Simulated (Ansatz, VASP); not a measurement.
Two plane-wave programs on BP

```
CELL_PARAMETERS angstrom
3.19658 0.00000 0.00000
1.59829 2.76832 0.00000
1.59829 0.92277 2.61000
ATOMIC_POSITIONS crystal
B 0.00000 0.00000 0.00000
P 0.25000 0.25000 0.25000
```

Alike in both runs: functional r2SCAN; dispersion D4; k mesh 8 × 8 × 8; no spin polarisation.

Ansatz relaxed the structure, and its values are those at the end. VASP's run is a single point on that final structure, the one shown.

|  | VASP | Ansatz |
| --- | --- | --- |
| version | VASP 6.6.1 | Ansatz 0.2.0 |
| potentials or method | VASP PAW PBE potentials, release 64 (B, P), cutoff 520 eV | plane waves, PAW |
| occupations | gaussian, width 0.01 eV | fixed |
| valence electrons in the cell | 8 | 8 |

|  | VASP | Ansatz | Ansatz less VASP |
| --- | --- | --- | --- |
| pressure (GPa) | -0.5 | 0.0 | +0.52 |

VASP's potentials were made for PBE, not for r2SCAN. Ansatz's warnings: stress scf threshold loose.
